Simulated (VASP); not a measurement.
Crystal: BN (Qingsongite).

```
CELL_PARAMETERS angstrom
0.00000 1.80482 1.80482
1.80482 0.00000 1.80482
1.80482 1.80482 0.00000
ATOMIC_POSITIONS crystal
B 0.00000 0.00000 0.00000
N 0.25000 0.25000 0.25000
```

Program: VASP 6.6.1. Alike in all runs: task single point; potentials or basis VASP PAW PBE potentials, release 64 (B, N); no spin polarisation; cell as given; k mesh 8 × 8 × 8; cutoff (eV) 520; smearing gaussian 0.01 eV.

Order these runs on this cell by their band gap on the k mesh, lowest first.
A. level r2SCAN
B. level PBE
C. level HSE06; grid for exact exchange (PRECFOCK) Normal; screening parameter 0.2079 1/Å
D. level PBE0; grid for exact exchange (PRECFOCK) Normal

B (4.46 eV), A (4.98 eV), C (5.78 eV), D (6.55 eV).

A k mesh can miss the band edges.
